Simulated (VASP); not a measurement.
# ScPd (Pm-3m) in VASP: vibrations by perturbation theory with LDA

Aim: the vibrations by perturbation theory of ScPd with LDA.

All numbers are computed with VASP 6.6.1; they aren't measurements. Logs are shortened: lines on timing, memory, paths and dates and some standing lists are left out, and cuts for length are marked.

## (1) The cell of the first run

Symmetry: Pm-3m, No. 221, cubic system. The conventional cell has a = 3.193 Å, b = 3.193 Å, c = 3.193 Å, α = 90.00°, β = 90.00°, γ = 90.00°. Within 3.6 Å of Sc (site symmetry m-3m) lie 8 Pd at 2.77 Å and 6 Sc at 3.19 Å. Pd (site symmetry m-3m) has 8 Sc at 2.77 Å and 6 Pd at 3.19 Å within 3.6 Å.

## (2) Vibrations by perturbation theory, LDA

Input file INCAR:

```
PREC     = Accurate       # precision mode
ENCUT    = 520            # plane-wave cutoff, eV
EDIFF    = 1E-8           # SCF threshold, eV
ISMEAR   = -1             # smearing method
SIGMA    = 0.15           # smearing width, eV
LREAL    = F              # projectors in reciprocal space
LASPH    = T              # aspherical terms in the spheres
NELM     = 100            # most SCF steps
ALGO     = Fast           # electronic algorithm
ISIF     = 2              # what is computed and relaxed
LWAVE    = F              # write WAVECAR
LCHARG   = F              # write CHGCAR
GGA      = CA             # functional
NBANDS   = 18             # bands
IBRION   = 8              # ionic algorithm
NSW      = 1              # ionic steps
```

Input file KPOINTS:

```
Automatic mesh
0
Gamma
  14 14 14
```

Input file POSCAR:

```
ScPd
1.0
    3.1934057710      0.0000000000      0.0000000000
    0.0000000000      3.1934057710      0.0000000000
    0.0000000000      0.0000000000      3.1934057710
Sc Pd
1 1
Direct
    0.5000000000      0.5000000000      0.5000000000
    0.0000000000      0.0000000000      0.0000000000
```

Potentials or basis: VASP PAW LDA potentials, release 64 (Sc_sv, Pd).

On the command line:

```bash
cat potpaw_LDA.64/Sc_sv/POTCAR potpaw_LDA.64/Pd/POTCAR > POTCAR
mpirun -np 1 vasp_std > vasp.out
```

OUTCAR:

```text
PREC = Accurate
   ENCUT = 520
   EDIFF = 1E-8
   ISMEAR = -1
   LREAL = F
   LASPH = T
   NELM = 100
   ISIF = 2
   GGA = CA
   IBRION = 8
   NSW = 1

 ion  position               nearest neighbor table
   1  0.500  0.500  0.500-   2 2.77   2 2.77   2 2.77   2 2.77   2 2.77   2 2.77   2 2.77   2 2.77

   2  0.000  0.000  0.000-   1 2.77   1 2.77   1 2.77   1 2.77   1 2.77   1 2.77   1 2.77   1 2.77

  LATTYP: Found a simple cubic cell.
 ALAT       =     3.1934057710

  Lattice vectors:

 A1 = (   3.1934057710,   0.0000000000,   0.0000000000)
 A2 = (   0.0000000000,   3.1934057710,   0.0000000000)
 A3 = (   0.0000000000,   0.0000000000,   3.1934057710)

Analysis of symmetry for initial positions (statically):
=====================================================================
 Subroutine PRICEL returns:
 Original cell was already a primitive cell.

 Routine SETGRP: Setting up the symmetry group for a
 simple cubic supercell.

 Subroutine GETGRP returns: Found 48 space group operations
 (whereof 48 operations were pure point group operations)
 out of a pool of 48 trial point group operations.

The static configuration has the point symmetry O_h .

Analysis of symmetry for dynamics (positions and initial velocities):
=====================================================================
 Subroutine PRICEL returns:
 Original cell was already a primitive cell.

 Routine SETGRP: Setting up the symmetry group for a
 simple cubic supercell.

 Subroutine GETGRP returns: Found 48 space group operations
 (whereof 48 operations were pure point group operations)
 out of a pool of 48 trial point group operations.

The dynamic configuration has the point symmetry O_h .

 Subroutine INISYM returns: Found 48 space group operations
 (whereof 48 operations are pure point group operations),
 and found     1 'primitive' translations

----------------------------------------------------------------------------------------

                                     Primitive cell

  volume of cell :      32.5658

  direct lattice vectors                    reciprocal lattice vectors
     3.193405771  0.000000000  0.000000000     0.313145297  0.000000000  0.000000000
     0.000000000  3.193405771  0.000000000     0.000000000  0.313145297  0.000000000
     0.000000000  0.000000000  3.193405771     0.000000000  0.000000000  0.313145297

  length of vectors
     3.193405771  3.193405771  3.193405771     0.313145297  0.313145297  0.313145297

  position of ions in fractional coordinates (direct lattice)
     0.500000000  0.500000000  0.500000000
     0.000000000  0.000000000  0.000000000

  ion indices of the primitive-cell ions
   primitive index   ion index
                 1           1
                 2           2

----------------------------------------------------------------------------------------

 KPOINTS: Automatic mesh

Automatic generation of k-mesh.
 Grid dimensions read from file:
 generate k-points for:   14   14   14

 Generating k-lattice:

  Cartesian coordinates                     Fractional coordinates (reciprocal lattice)
     0.022367521  0.000000000  0.000000000     0.071428571  0.000000000  0.000000000
     0.000000000  0.022367521  0.000000000     0.000000000  0.071428571  0.000000000
     0.000000000  0.000000000  0.022367521     0.000000000  0.000000000  0.071428571

  Length of vectors
     0.022367521  0.022367521  0.022367521

[... 68 lines left out ...]
   ISMEAR =    -1;   SIGMA  =   0.15  broadening in eV -4-tet -1-fermi 0-gaus
   EFERMI_NEDOS =   21; number of points for ismear=-14 and -15
   IALGO  =     68    algorithm
   IMIX   =      4    mixing-type and parameters
     AMIX     =   0.40;   BMIX     =  1.00
     AMIX_MAG =   1.60;   BMIX_MAG =  1.00
  volume/ion in A,a.u.               =      16.28       109.88
  Fermi-wavevector in a.u.,A,eV,Ry     =   1.414362  2.672756 27.217353  2.000419
  Thomas-Fermi vector in A             =   2.535912
   LORBIT       =      0    0 simple, 1 ext, 2 COOP (PROOUT), +10 PAW based schemes
   GGA     = CA    functional components
   LHFCALC =     F    Hartree Fock is set to
   AEXX    =    0.0000 exact exchange contribution
   IVDW    =     0    specifies the selected vdW correction
   LEPSILON=     F    determine dielectric tensor
   LRPA    =     F    only Hartree local field effects (RPA)
 non-spin polarized calculation
 RMM-DIIS sequential band-by-band and
  energy-cutoff  :      520.00
  volume of cell :       32.57
 maximum number of plane-waves:       912
 NGX is ok and might be reduce to    24
   NGX = 11   NGY = 11   NGZ = 11

--------------------------------------- Ionic step        1  -------------------------------------------

 number of electron      20.9999999 magnetization

 Free energy of the ion-electron system (eV)
  ---------------------------------------------------
  ext. energy  EPLUGINS =         0.00000000
  ---------------------------------------------------
  free energy    TOTEN  =       -15.07233497 eV

  energy without entropy =      -14.97143834  energy(sigma->0) =      -15.02188666

 E-fermi :   8.1874     XC(G=0): -12.4604

 val. band max:        8.1760387712   @ k =   0.4286   0.4286   0.2143
 cond. band min:       8.2340444094   @ k =   0.4286   0.0714   0.0000
 fundamental gap:      0.0580056382
 Fermi energy:         8.1873549036

 k-point     1 :       0.0000    0.0000    0.0000
  band No.  band energies     occupation
      1     -40.8306      2.00000
      2     -19.6924      2.00000
      3     -19.6924      2.00000
      4     -19.6924      2.00000
      5       1.0493      2.00000
      6       2.9340      2.00000
[... 481 lines left out ...]
      5       3.1093      2.00000
      6       3.6377      2.00000
[... 10 lines left out ...]
     17      17.6590      0.00000
     18      21.4146      0.00000

 [... further k-points ...]
[... 5 lines left out ...]
  --------------------------------------------------------------------------------------
  -------------------------------------------------------------------------------------
  Total        1.1340360      1.1340360      1.1340360     -0.0000000     -0.0000000     -0.0000000
  in kB       55.7924098     55.7924098     55.7924098     -0.0000000     -0.0000000     -0.0000000
  external PRESSURE =      55.7924098 kB  Pullay stress =       0.0000000 kB

 VOLUME and BASIS-vectors are now :
 -----------------------------------------------------------------------------
  energy-cutoff  :      520.00
  volume of cell :       32.57
      direct lattice vectors                 reciprocal lattice vectors
     3.193405771  0.000000000  0.000000000     0.313145297  0.000000000  0.000000000
     0.000000000  3.193405771  0.000000000     0.000000000  0.313145297  0.000000000
     0.000000000  0.000000000  3.193405771     0.000000000  0.000000000  0.313145297

 POSITION                                       TOTAL-FORCE (eV/Angst)
 -----------------------------------------------------------------------------------
      1.59670      1.59670      1.59670         0.000000      0.000000      0.000000
      0.00000      0.00000      0.00000         0.000000      0.000000      0.000000
 -----------------------------------------------------------------------------------
    total drift:                                0.000000      0.000000     -0.000000

  FREE ENERGIE OF THE ION-ELECTRON SYSTEM (eV)
  ---------------------------------------------------
  free  energy   TOTEN  =       -15.0723349745 eV

  energy  without entropy=      -14.9714383385  energy(sigma->0) =      -15.02188666

[... ionic steps 2 to 3 ...]

--------------------------------------- Ionic step        4  -------------------------------------------

------------------------ aborting loop because EDIFF is reached ----------------------------------------

[... ionic steps 5 to 6 ...]

--------------------------------------- Ionic step        7  -------------------------------------------

 Free energy of the ion-electron system (eV)
  ---------------------------------------------------
  ---------------------------------------------------
  free energy    TOTEN  =        -0.25399836 eV

  energy without entropy =       -0.25399831

------------------------ aborting loop because EDIFF is reached ----------------------------------------

 INTERNAL STRAIN TENSOR  FOR ION    2  DIRECTION 1   (eV/Angst):
 -----------------------------------------------------------------------------
     0.01875  0.00000 -0.00000
     0.00000 -0.00357  0.00000
    -0.00000  0.00000 -0.00357

 INTERNAL STRAIN TENSOR FOR ION    2 for displacements in x,y,z  (eV/Angst):
          X           Y           Z          XY          YZ          ZX
  --------------------------------------------------------------------------------
  x     0.00000     0.00000     0.00000     0.00000     0.00000     0.00000
  y     0.00000     0.00000     0.00000     0.00000     0.00000     0.00000
  z     0.00000     0.00000     0.00000     0.00000     0.00000     0.00000

 SECOND DERIVATIVES (NOT SYMMETRIZED)
 ------------------------------------
               1X          1Y          1Z          2X          2Y          2Z
  1X    -4.299502    0.000000    0.000000    4.299502   -0.000000   -0.000000
  1Y     0.000000   -4.299502   -0.000000   -0.000000    4.299502    0.000000
  1Z    -0.000000   -0.000000   -4.299502    0.000000    0.000000    4.299502
  2X     4.273271    0.000000    0.000000   -4.273271   -0.000000    0.000000
  2Y     0.000000    4.273271   -0.000000   -0.000000   -4.273271    0.000000
  2Z     0.000000    0.000000    4.273271   -0.000000   -0.000000   -4.273271

 Eigenvectors and eigenvalues of the dynamical matrix
 ----------------------------------------------------

   1 f  =    5.760889 THz    36.196730 2PiTHz  192.162557 cm-1    23.825110 meV
             X         Y         Z           dx          dy          dz
      1.596703  1.596703  1.596703    -0.000000   -0.000000   -0.839222
      0.000000  0.000000  0.000000    -0.000000   -0.000000    0.543790
[... 21 lines left out ...]
   6 f/i=    0.008044 THz     0.050543 2PiTHz    0.268325 cm-1     0.033268 meV
             X         Y         Z           dx          dy          dz
      1.596703  1.596703  1.596703     0.449988   -0.304685    0.019613
      0.000000  0.000000  0.000000     0.694459   -0.470216    0.030268

--------------------------------------------------------------------------------------------------------

 ELASTIC MODULI CONTR FROM IONIC RELAXATION (kBar)
 Direction    XX          YY          ZZ          XY          YZ          ZX
 --------------------------------------------------------------------------------
 XX           0.0000      0.0000      0.0000      0.0000      0.0000      0.0000
 YY           0.0000      0.0000      0.0000      0.0000      0.0000      0.0000
 ZZ           0.0000      0.0000      0.0000      0.0000      0.0000      0.0000
 XY           0.0000      0.0000      0.0000      0.0000      0.0000      0.0000
 YZ           0.0000      0.0000      0.0000      0.0000      0.0000      0.0000
 ZX           0.0000      0.0000      0.0000      0.0000      0.0000      0.0000
 --------------------------------------------------------------------------------
```

It took 13 min on 1 thread of AMD EPYC 7R13, shared host; peak memory 0.42 GiB.

What came out:

```yaml
Highest_phonon_frequency_at_Γ: 192 cm⁻¹
```

Phonon frequencies in cm⁻¹ (negative: imaginary):
```tsv
q point	frequencies
(0.000, 0.000, 0.000)	0 0 0 192 192 192
```

Caveat: the cell stands under pressure or tension, which shifts response properties.
